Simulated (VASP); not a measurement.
# CaF (P4/nmm) in VASP: a series of runs

The runs below take CaF through relaxation of shape and atoms at fixed volume, single point, with PBE.

Program: VASP 6.6.1. These are calculated values, not measurements. Logs are shortened: lines on timing, memory, paths and dates and some standing lists are left out, and cuts for length are marked.

## Step 1: The cell of the first run

The structure is tetragonal, space group P4/nmm (No. 129). The conventional cell has a = 3.900 Å, b = 3.900 Å, c = 5.644 Å, α = 90.00°, β = 90.00°, γ = 90.00°. Within 3.1 Å of Ca (site symmetry 4mm) lie 4 F at 2.33 Å. Within 3.1 Å of F (site symmetry -4m2) lie 4 Ca at 2.33 Å and 4 F at 2.76 Å.

## Step 2: Relaxation of shape and atoms at fixed volume, PBE (21.46 Å³/atom)

INCAR

```
SYSTEM = CaF
  ALGO = Normal
  EDIFF = 1E-7
  EDIFFG = -0.01
  ENCUT = 600
  GGA = PE
  GGA_COMPAT = .FALSE.
  IBRION = 2
  ISIF = 4
  ISMEAR = 0
  LASPH = .TRUE.
  LCHARG = .FALSE.
  LREAL = .FALSE.
  LWAVE = .FALSE.
  NELM = 120
  NELMIN = 4
  NSW = 50
  PREC = Accurate
  SIGMA = 0.1
```

KPOINTS

```
k-points
0
G
  12 12 8
  0 0 0
```

POSCAR

```
CaF
1.0
    3.8995073888      0.0000000000      0.0000000000
    0.0000000000      3.8995073888      0.0000000000
    0.0000000000      0.0000000000      5.6443963161
Ca F
2 2
Direct
    0.5000000000      0.0000000000      0.7732765595
    0.0000000000      0.5000000000      0.2267234405
    0.0000000000      0.0000000000      0.0000000000
    0.5000000000      0.5000000000      0.0000000000
```

Potentials or basis: VASP PAW PBE potentials, release 64 (Ca_sv, F).

The run is started by

```bash
$ cat potpaw_PBE.64/Ca_sv/POTCAR potpaw_PBE.64/F/POTCAR > POTCAR
$ mpirun -np 1 vasp_std > vasp.out
```

OUTCAR:

```text
SYSTEM = CaF
   EDIFF = 1E-7
   EDIFFG = -0.01
   ENCUT = 600
   GGA = PE
   IBRION = 2
   ISIF = 4
   ISMEAR = 0
   LASPH = .TRUE.
   LREAL = .FALSE.
   NELM = 120
   NELMIN = 4
   NSW = 50
   PREC = Accurate

 ion  position               nearest neighbor table
   1  0.500  0.000  0.773-   3 2.33   4 2.33   4 2.33   3 2.33
   2  0.000  0.500  0.227-   3 2.33   4 2.33   3 2.33   4 2.33
   3  0.000  0.000  0.000-   1 2.33   2 2.33   2 2.33   1 2.33
   4  0.500  0.500  0.000-   1 2.33   2 2.33   1 2.33   2 2.33

  LATTYP: Found a simple tetragonal cell.
 ALAT       =     3.8995073888
 C/A-ratio  =     1.4474639367

  Lattice vectors:

 A1 = (   3.8995073888,   0.0000000000,   0.0000000000)
 A2 = (   0.0000000000,   3.8995073888,   0.0000000000)
 A3 = (   0.0000000000,   0.0000000000,   5.6443963161)

Analysis of symmetry for initial positions (statically):
=====================================================================
 Subroutine PRICEL returns:
 Original cell was already a primitive cell.

 Routine SETGRP: Setting up the symmetry group for a
 simple tetragonal supercell.

 Subroutine GETGRP returns: Found 16 space group operations
 (whereof  8 operations were pure point group operations)
 out of a pool of 16 trial point group operations.

The static configuration has the point symmetry D_2d.
 The point group associated with its full space group is D_4h.

Analysis of symmetry for dynamics (positions and initial velocities):
=====================================================================
 Subroutine PRICEL returns:
 Original cell was already a primitive cell.

 Routine SETGRP: Setting up the symmetry group for a
 simple tetragonal supercell.

 Subroutine GETGRP returns: Found 16 space group operations
 (whereof  8 operations were pure point group operations)
 out of a pool of 16 trial point group operations.

The dynamic configuration has the point symmetry D_2d.
 The point group associated with its full space group is D_4h.

 Subroutine INISYM returns: Found 16 space group operations
 (whereof  8 operations are pure point group operations),
 and found     1 'primitive' translations

----------------------------------------------------------------------------------------

                                     Primitive cell

  volume of cell :      85.8296

  direct lattice vectors                    reciprocal lattice vectors
     3.899507389  0.000000000  0.000000000     0.256442648  0.000000000  0.000000000
     0.000000000  3.899507389  0.000000000     0.000000000  0.256442648  0.000000000
     0.000000000  0.000000000  5.644396316     0.000000000  0.000000000  0.177166865

  length of vectors
     3.899507389  3.899507389  5.644396316     0.256442648  0.256442648  0.177166865

  position of ions in fractional coordinates (direct lattice)
     0.500000000  0.000000000  0.773276559
     0.000000000  0.500000000  0.226723441
     0.000000000  0.000000000  0.000000000
     0.500000000  0.500000000  0.000000000

  ion indices of the primitive-cell ions
   primitive index   ion index
                 1           1
                 2           2
                 3           3
                 4           4

----------------------------------------------------------------------------------------

 KPOINTS: k-points

Automatic generation of k-mesh.
 Grid dimensions read from file:
 generate k-points for:   12   12    8

 Generating k-lattice:

  Cartesian coordinates                     Fractional coordinates (reciprocal lattice)
     0.021370221  0.000000000  0.000000000     0.083333333  0.000000000  0.000000000
     0.000000000  0.021370221  0.000000000     0.000000000  0.083333333  0.000000000
     0.000000000  0.000000000  0.022145858     0.000000000  0.000000000  0.125000000

  Length of vectors
     0.021370221  0.021370221  0.022145858

  Shift w.r.t. Gamma in fractional coordinates (k-lattice)
     0.000000000  0.000000000  0.000000000

 Subroutine IBZKPT returns following result:
 ===========================================

 Found    140 irreducible k-points:

 Following reciprocal coordinates:
            Coordinates               Weight
  0.000000  0.000000  0.000000      1.000000
  0.083333  0.000000  0.000000      4.000000
  0.166667  0.000000  0.000000      4.000000
  0.250000  0.000000  0.000000      4.000000
  0.333333  0.000000  0.000000      4.000000
  0.416667  0.000000  0.000000      4.000000
[... 16 lines left out ...]
  0.333333  0.333333  0.000000      4.000000
  0.416667  0.333333  0.000000      8.000000
 [... further k-points ...]
   k-points           NKPTS =    140   k-points in BZ     NKDIM =    140   number of bands    NBANDS=     21
   number of dos      NEDOS =    301   number of ions     NIONS =      4
   total plane-waves  NPLWV =  49152
   dimension x,y,z NGX =    32 NGY =   32 NGZ =   48
   dimension x,y,z NGXF=    64 NGYF=   64 NGZF=   96
   ions per type =               2   2
   NGX,Y,Z   is equivalent  to a cutoff of  13.64, 13.64, 14.14 a.u.
   NGXF,Y,Z  is equivalent  to a cutoff of  27.28, 27.28, 28.28 a.u.
 SYSTEM =  CaF
   PREC   = accura    normal or accurate (medium, high low for compatibility)
   ISTART =      0    job   : 0-new  1-cont  2-samecut
   ICHARG =      2    charge: 1-file 2-atom 10-const
   ISPIN  =      1    spin polarized calculation?
   LNONCOLLINEAR =      F non collinear calculations
   LSORBIT =      F    spin-orbit coupling
   LASPH  =      T    aspherical Exc in radial PAW
   ENCUT  =  600.0 eV  44.10 Ry    6.64 a.u.   7.79  7.79 11.27*2*pi/ulx,y,z
   NELM   =    120;   NELMIN=  4; NELMDL= -5     # of ELM steps
   EDIFF  = 0.1E-06   stopping-criterion for ELM
   LREAL  =      F    real-space projection
   EDIFFG = -.1E-01   stopping-criterion for IOM
   NSW    =     50    number of steps for IOM
   IBRION =      2    ionic relax: 0-MD 1-quasi-New 2-CG
   NFREE  =      1    steps in history (QN), initial steepest desc. (CG)
   ISIF   =      4    stress and relaxation
   ISYM   =      2    0-nonsym 1-usesym 2-fastsym
   POTIM  = 0.5000    time-step for ionic-motion
   TEBEG  =    0.0;   TEEND  =   0.0 temperature during run
   PSTRESS=    0.0 pullay stress
   NELECT =      34.0000    total number of electrons
   NUPDOWN=      -1.0000    fix difference up-down
   EMIN   =  10.00;   EMAX   =-10.00  energy-range for DOS
   EFERMI =   0.00;   METHOD = LEGACY
   ISMEAR =     0;   SIGMA  =   0.10  broadening in eV -4-tet -1-fermi 0-gaus
   EFERMI_NEDOS =   21; number of points for ismear=-14 and -15
   IALGO  =     38    algorithm
   IMIX   =      4    mixing-type and parameters
     AMIX     =   0.40;   BMIX     =  1.00
     AMIX_MAG =   1.60;   BMIX_MAG =  1.00
  volume/ion in A,a.u.               =      21.46       144.80
  Fermi-wavevector in a.u.,A,eV,Ry     =   1.202326  2.272066 19.668407  1.445587
  Thomas-Fermi vector in A             =   2.338110
   LORBIT       =      0    0 simple, 1 ext, 2 COOP (PROOUT), +10 PAW based schemes
   GGA     = PE    functional components
   LHFCALC =     F    Hartree Fock is set to
   AEXX    =    0.0000 exact exchange contribution
   IVDW    =     0    specifies the selected vdW correction
   LEPSILON=     F    determine dielectric tensor
   LRPA    =     F    only Hartree local field effects (RPA)
 conjugate gradient relaxation of ions
 non-spin polarized calculation
 Gauss-broadening in eV      SIGMA  =   0.10
  energy-cutoff  :      600.00
  volume of cell :       85.83
 maximum number of plane-waves:      2886
 NGX is ok and might be reduce to    32
   NGX = 15   NGY = 15   NGZ = 23

--------------------------------------- Ionic step        1  -------------------------------------------

 number of electron      33.9999988 magnetization

 Free energy of the ion-electron system (eV)
  ---------------------------------------------------
  ext. energy  EPLUGINS =         0.00000000
  ---------------------------------------------------
  free energy    TOTEN  =       -19.06349685 eV

  energy without entropy =      -19.05848274  energy(sigma->0) =      -19.06098980

------------------------ aborting loop because EDIFF is reached ----------------------------------------

  FORCE on cell =-STRESS in cart. coord.  units (eV):
  Direction    XX          YY          ZZ          XY          YZ          ZX
  --------------------------------------------------------------------------------------
  -------------------------------------------------------------------------------------
  Total        0.8858357      0.8858357      0.8061569      0.0000000     -0.0000000      0.0000000
  in kB       16.5358595     16.5358595     15.0484977      0.0000000     -0.0000000      0.0000000
  external PRESSURE =      16.0400722 kB  Pullay stress =       0.0000000 kB
[... 61 lines left out ...]
  energy  without entropy=      -19.0618837771  energy(sigma->0) =      -19.06438344

--------------------------------------- Ionic step        3  -------------------------------------------

 number of electron      33.9999989 magnetization

 Free energy of the ion-electron system (eV)
  ---------------------------------------------------
  ext. energy  EPLUGINS =         0.00000000
  ---------------------------------------------------
  free energy    TOTEN  =       -19.06798646 eV

  energy without entropy =      -19.06300106  energy(sigma->0) =      -19.06549376

 E-fermi :   3.3526     XC(G=0):  -8.5571

 val. band max:        3.3208831021   @ k =   0.5000   0.2500   0.2500
 cond. band min:       3.3586038934   @ k =   0.5000   0.2500   0.3750
 fundamental gap:      0.0377207913
 Fermi energy:         3.3525812572

 k-point     1 :       0.0000    0.0000    0.0000
  band No.  band energies     occupation
      1     -38.7916      2.00000
      2     -38.7594      2.00000
      3     -23.0201      2.00000
      4     -22.2911      2.00000
      5     -19.8200      2.00000
      6     -19.8200      2.00000
[... 550 lines left out ...]
      5     -19.8199      2.00000
      6     -19.8043      2.00000
[... 13 lines left out ...]
     20       4.8720      0.00000
     21       6.9112      0.00000

 [... further k-points ...]

------------------------ aborting loop because EDIFF is reached ----------------------------------------

  FORCE on cell =-STRESS in cart. coord.  units (eV):
  Direction    XX          YY          ZZ          XY          YZ          ZX
  --------------------------------------------------------------------------------------
  -------------------------------------------------------------------------------------
  Total        0.6216451      0.6216451      0.6691153      0.0000000      0.0000000      0.0000000
  in kB       11.6042241     11.6042241     12.4903487      0.0000000      0.0000000      0.0000000
  external PRESSURE =      11.8995989 kB  Pullay stress =       0.0000000 kB
[... 19 lines left out ...]
  FREE ENERGIE OF THE ION-ELECTRON SYSTEM (eV)
  ---------------------------------------------------
  free  energy   TOTEN  =       -19.0679864618 eV

  energy  without entropy=      -19.0630010551  energy(sigma->0) =      -19.06549376

 reached required accuracy - stopping structural energy minimisation
```

Run time: 3.4 min. Hardware: 1 thread of Intel Xeon Platinum 8559C (Emerald Rapids), shared host; peak memory 0.42 GiB.

What came out:

| Quantity | Value |
| --- | --- |
| Free energy | -19.0680 eV |
| Energy gained by relaxing | 1.1 meV/atom |
| Ionic steps | 3 |
| Pressure after relaxing | 1.2 GPa |
| Band gap on the k mesh | zero (bands 17 and 18 overlap by 1.30 eV) |

The path:
| step | energy change (eV) | largest force (eV/Å) | pressure (GPa) | volume (Å³) |
| --- | --- | --- | --- | --- |
| 1 | 0.0000 | 0.2155 | 1.60 | 85.83 |
| 2 | -0.0034 | 0.1075 | 1.39 | 85.83 |
| 3 | -0.0045 | 0.0018 | 1.19 | 85.83 |

Final structure:
```
Ca F
1.0
     3.90198    0.00000    0.00000
     0.00000    3.90198    0.00000
     0.00000    0.00000    5.63724
Ca F
2 2
Direct
  0.50000 0.00000 0.76963
  0.00000 0.50000 0.23037
  0.00000 0.00000 0.00000
  0.50000 0.50000 0.00000
```

Levels at points of the mesh, in eV from the Fermi level:
```
           k point  band 13  band 14  band 15  band 16  band 17  band 18  band 19  band 20  band 21
(0.00, 0.00, 0.00)    -7.97    -7.49    -6.66    -6.66    -2.60     1.23     1.98     3.13     3.14
(0.50, 0.00, 0.00)    -7.48    -7.48    -7.38    -7.38    -0.52    -0.52     2.65     2.65     2.87
(0.50, 0.50, 0.00)    -7.29    -7.29    -6.58    -6.58     0.72     0.72     0.74     0.74     3.89
(0.00, 0.00, 0.50)    -8.04    -7.51    -6.66    -6.66    -1.75     0.52     2.62     2.82     2.98
(0.50, 0.00, 0.50)    -7.49    -7.49    -7.39    -7.39    -0.22    -0.22     2.63     2.63     2.93
(0.50, 0.50, 0.50)    -7.29    -7.29    -6.58    -6.58     0.78     0.78     0.87     0.87     3.26
```

## Step 3: Relaxation of shape and atoms at fixed volume, PBE (22.78 Å³/atom)

This run uses another cell than the first one, of 22.78 Å³/atom.

INCAR

```
PREC = Accurate
ENCUT = 600
EDIFF = 1E-7
ISMEAR = 0
SIGMA = 0.1
LREAL = False
LASPH = True
NELM = 120
ALGO = Normal
ISIF = 4
LWAVE = False
LCHARG = False
GGA = PE
IBRION = 2
NSW = 50
EDIFFG = -0.01
GGA_COMPAT = False
NELMIN = 4
```

KPOINTS

```
regular mesh
0
Gamma
  12 12 8
```

POSCAR

```
CaF
1.0
    3.9783065461      0.0000000000      0.0000000000
    0.0000000000      3.9783065461      0.0000000000
    0.0000000000      0.0000000000      5.7584552547
Ca F
2 2
Direct
    0.5000000000      0.0000000000      0.7732765595
    0.0000000000      0.5000000000      0.2267234405
    0.0000000000      0.0000000000      0.0000000000
    0.5000000000      0.5000000000      0.0000000000
```

Potentials or basis: VASP PAW PBE potentials, release 64 (Ca_sv, F).

The run is started by

```bash
$ cat potpaw_PBE.64/Ca_sv/POTCAR potpaw_PBE.64/F/POTCAR > POTCAR
$ mpirun -np 1 vasp_std > vasp.out
```

Run time: 3.9 min. Hardware: 1 thread of Intel Xeon Platinum 8559C (Emerald Rapids), shared host; peak memory 0.44 GiB.

It converged, with:

```
Free energy               : -19.0754 eV
Energy gained by relaxing : 0.2 meV/atom
Ionic steps               : 3
Pressure after relaxing   : -1.0 GPa
Band gap on the k mesh    : zero (bands 17 and 18 overlap by 1.30 eV)
```

Step by step:
```tsv
step	energy change (eV)	largest force (eV/Å)	pressure (GPa)	volume (Å³)
1	0.0000	0.0881	-1.20	91.14
2	-0.0006	0.0502	-1.13	91.14
3	-0.0009	0.0003	-1.03	91.14
```

Final structure:
```yaml
crystal:
  lattice:
    - [3.97691, 0.00000, 0.00000]
    - [0.00000, 3.97691, 0.00000]
    - [0.00000, 0.00000, 5.76251]
  atoms:
    - { symbol: Ca, position: [0.50000, 0.00000, 0.77498] }
    - { symbol: Ca, position: [0.00000, 0.50000, 0.22502] }
    - { symbol: F, position: [0.00000, 0.00000, 0.00000] }
    - { symbol: F, position: [0.50000, 0.50000, 0.00000] }
```

Levels at points of the mesh, in eV from the Fermi level:
```tsv
k point	band 14	band 15	band 16	band 17	band 18	band 19	band 20	band 21
(0.00, 0.00, 0.00)	-7.45	-6.71	-6.71	-2.56	1.18	1.93	2.91	2.94
(0.50, 0.00, 0.00)	-7.47	-7.37	-7.37	-0.52	-0.52	2.51	2.51	2.73
(0.50, 0.50, 0.00)	-7.27	-6.64	-6.64	0.69	0.69	0.74	0.74	3.56
(0.00, 0.00, 0.50)	-7.46	-6.71	-6.71	-1.74	0.40	2.41	2.64	2.89
(0.50, 0.00, 0.50)	-7.47	-7.38	-7.38	-0.23	-0.23	2.49	2.49	2.77
(0.50, 0.50, 0.50)	-7.27	-6.64	-6.64	0.78	0.78	0.87	0.87	2.99
```

## Step 4: Single point, PBE (22.78 Å³/atom)

This run uses another cell than the first one, of 22.78 Å³/atom.

INCAR

```
SYSTEM = CaF
PREC     = Accurate       ! precision mode
ENCUT    = 600            ! plane-wave cutoff, eV
EDIFF    = 1E-6           ! SCF threshold, eV
ISMEAR   = 0              ! smearing method
SIGMA    = 0.1            ! smearing width, eV
LREAL    = .False.        ! projectors in reciprocal space
LASPH    = .True.         ! aspherical terms in the spheres
NELM     = 120            ! most SCF steps
ALGO     = Normal         ! electronic algorithm
ISIF     = 2              ! what is computed and relaxed
LWAVE    = .False.        ! write WAVECAR
LCHARG   = .False.        ! write CHGCAR
GGA      = PE             ! functional
NBANDS   = 25             ! bands
GGA_COMPAT= .False.
```

KPOINTS

```
Automatic mesh
0
Gamma
  12 12 8
  0 0 0
```

POSCAR

```
CaF
1.0
    3.9775671381      0.0000000000      0.0000000000
    0.0000000000      3.9775671381      0.0000000000
    0.0000000000      0.0000000000      5.7605963845
Ca F
2 2
Direct
    0.5000000000      0.0000000000      0.7758504924
    0.0000000000      0.5000000000      0.2241495076
    0.0000000000      0.0000000000      0.0000000000
    0.5000000000      0.5000000000      0.0000000000
```

The run is started by

```bash
$ cat potpaw_PBE.64/Ca_sv/POTCAR potpaw_PBE.64/F/POTCAR > POTCAR
$ mpirun -np 1 vasp_std > vasp.out
```

It took 9.5 min on 1 thread of Intel Xeon 8259CL, shared host; peak memory 0.46 GiB.

The run converged. Its results:

* Free energy: -19.0752 eV
* Pressure: -0.9 GPa
* Largest force: 0.045 eV/Å
* Band gap on the k mesh: zero (bands 17 and 18 overlap by 1.31 eV)

Forces in eV/Å, atoms in the order of the input:
```
Ca   0.000  0.000 -0.045
Ca   0.000  0.000  0.045
F    0.000  0.000  0.000
F    0.000  0.000  0.000
```

Levels at points of the mesh, in eV from the Fermi level:
```
           k point  band 13  band 14  band 15  band 16  band 17  band 18  band 19  band 20  band 21  band 22
(0.00, 0.00, 0.00)    -7.93    -7.48    -6.74    -6.74    -2.56     1.18     1.94     2.89     2.94     3.14
(0.50, 0.00, 0.00)    -7.50    -7.50    -7.40    -7.40    -0.52    -0.52     2.51     2.51     2.73     2.73
(0.50, 0.50, 0.00)    -7.30    -7.30    -6.68    -6.68     0.69     0.69     0.74     0.74     3.54     3.54
(0.00, 0.00, 0.50)    -7.99    -7.49    -6.75    -6.75    -1.74     0.40     2.40     2.64     2.90     3.00
(0.50, 0.00, 0.50)    -7.51    -7.51    -7.41    -7.41    -0.22    -0.22     2.49     2.49     2.76     2.76
(0.50, 0.50, 0.50)    -7.30    -7.30    -6.68    -6.68     0.78     0.78     0.87     0.87     2.97     2.97
```

## Step 5: The runs side by side

| task | cell | gap on the mesh (eV) | pressure (GPa) |
| --- | --- | --- | --- |
| relaxation of shape and atoms at fixed volume | relaxed from a = 3.900, b = 3.900, c = 5.644 Å, 4 atoms, atomic positions A | none | 1.2 |
| relaxation of shape and atoms at fixed volume | relaxed from a = 3.978, b = 3.978, c = 5.758 Å, 4 atoms, atomic positions A | none | -1.0 |
| single point | a = 3.978, b = 3.978, c = 5.761 Å, 4 atoms, atomic positions B | none | -0.9 |

Alike in all rows: level PBE; potentials or basis VASP PAW PBE potentials, release 64 (Ca_sv, F); no spin polarisation; k mesh 12 × 12 × 8; cutoff (eV) 600; smearing gaussian 0.1 eV.

Total energies depend on the potentials used, so only differences within one code and one set of settings carry meaning.
